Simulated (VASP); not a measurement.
Write the native input for VASP 6.6.1 that does the following.

- Task: single point
- Functional: PBE
- Potentials or basis: VASP PAW PBE potentials, release 64 (Cd, S)
- Cutoff: 520 eV
- k mesh: 7 × 7 × 4
- Occupations: fermi-dirac, width 0.01 eV
- Spin: no spin polarisation
- Dipole correction: no
- Further INCAR settings: ALGO = Normal; EDIFF = 1e-06; NBANDS = 26

The structure of CdS lies in POSCAR:

```
CdS
1.0
    4.1347992034      0.0000000000      0.0000000000
   -2.0673996017      3.5808411497      0.0000000000
    0.0000000000      0.0000000000      6.8839800000
Cd S
2 2
Direct
    0.3333333333      0.6666666667      0.0000000000
    0.6666666667      0.3333333333      0.5000000000
    0.3333333333      0.6666666667      0.3850000000
    0.6666666667      0.3333333333      0.8850000000
```

This cell differs from its parent crystal: zz strain of +2 %.

One way to write it, as run:

INCAR

```
ALGO = Normal ; EDIFF = 1E-6
ENCUT = 520 ; GGA = PE
ISIF = 2 ; ISMEAR = -1
LASPH = T ; LCHARG = T
LELF = T ; LREAL = F
LVHAR = T ; LWAVE = F
NBANDS = 26 ; NELM = 60
PREC = Accurate ; SIGMA = 0.01
```

KPOINTS

```
k-points
0
Gamma
  7 7 4
```

Potentials or basis: VASP PAW PBE potentials, release 64 (Cd, S).

The run is started by

```sh
$ cat potpaw_PBE.64/Cd/POTCAR potpaw_PBE.64/S/POTCAR > POTCAR
$ mpirun -np 1 vasp_std > vasp.out
```

Results of the run:

```json
{
 "Pressure": "1.8 GPa",
 "Largest force": "0.354 eV/Å",
 "Band gap on the k mesh": "1.17 eV"
}
```

Caveat: the cell differs from its parent crystal (zz strain of +2 %).

Run time: 79 s on 1 thread of Intel Xeon 8259CL, with other jobs on the host, peak memory 0.25 GiB.
